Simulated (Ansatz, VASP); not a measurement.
# KI in VASP and in Ansatz

Contents of INCAR:

```
PREC = Accurate
ENCUT = 500
EDIFF = 1E-6
ISMEAR = 1
SIGMA = 0.5
LREAL = F
LASPH = T
NELM = 120
ALGO = Normal
ISIF = 2
LWAVE = F
LCHARG = F
GGA = PE
NBANDS = 15
GGA_COMPAT = F
```

File KPOINTS:

```
regular mesh
0
Gamma
  4 4 4
```

POSCAR

```
KI
1.0
    4.2909401140      0.0000000000      0.0000000000
    0.0000000000      4.2909401140      0.0000000000
    0.0000000000      0.0000000000      4.2909401140
K I
1 1
Direct
    0.0000000000      0.0000000000      0.0000000000
    0.5000000000      0.5000000000      0.5000000000
```

Input for Ansatz:

```yaml
crystal:
  lattice:
    - [4.290940114, 0.0, 0.0]
    - [0.0, 4.290940114, 0.0]
    - [0.0, 0.0, 4.290940114]
  atoms:
    - { symbol: K, position: [0.0, 0.0, 0.0] }
    - { symbol: I, position: [0.5, 0.5, 0.5] }
kpoints:
  mp_grid: { grid: [4, 4, 4] }
hamiltonian:
  xc: pbe
scf:
  occupations: { method: cold, width: 0.5 }
  n_extra_bands: 4
output:
  forces: true
  stress: true
  eigenvalues: true
```

Alike in both runs: task single point; functional PBE; k mesh 4 × 4 × 4; no spin polarisation.

```csv
,VASP,Ansatz
version,VASP 6.6.1,Ansatz 0.2.0
potentials or method,"VASP PAW PBE potentials, release 64 (K_sv, I)",plane waves
plane-wave cutoff (eV),500,420
occupations,"methfessel-paxton of order 1, width 0.5 eV","cold, width 0.5 eV"
valence electrons in the cell,16,26
```

|  | VASP | Ansatz | Ansatz less VASP |
| --- | --- | --- | --- |
| gap on the k mesh at the Fermi level (eV) | 3.33 | 3.33 | +0.002 |
| pressure (GPa) | 0.5 | 0.5 | 0.00 |

VASP's potentials hold 16 valence electrons a cell and Ansatz's 26, so a difference there can come from the potentials and not from the codes.

Neither program's run includes spin-orbit coupling.
